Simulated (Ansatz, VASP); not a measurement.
Pd2Ru: VASP beside Ansatz

```
CELL_PARAMETERS angstrom
-1.64699 1.64699 4.13236
1.64699 -1.64699 4.13236
1.64699 1.64699 -4.13236
ATOMIC_POSITIONS crystal
Ru 0.00000 0.00000 0.00000
Pd 0.66349 0.66349 0.00000
Pd 0.33651 0.33651 0.00000
```

Alike in both runs: functional PBE; k mesh 8 × 8 × 8; occupations gaussian, width 0.1 eV; no spin polarisation.

Ansatz relaxed the structure, and its values are those at the end. VASP's run is a single point on that final structure, the one shown.

|  | VASP | Ansatz |
| --- | --- | --- |
| version | VASP 6.6.1 | Ansatz 0.2.0 |
| potentials or method | VASP PAW PBE potentials, release 64 (Ru_pv, Pd), cutoff 520 eV | scalar-relativistic, plane waves, PAW |
| valence electrons in the cell | 34 | 52 |

|  | VASP | Ansatz | Ansatz less VASP |
| --- | --- | --- | --- |
| gap on the k mesh at the Fermi level (eV) | none | none | - |
| pressure (GPa) | -0.3 | 0.0 | +0.27 |

A gap of «none» marks a metal or a gap that the smearing closes. VASP's potentials hold 34 valence electrons a cell and Ansatz's 52, so a difference there can come from the potentials and not from the codes.
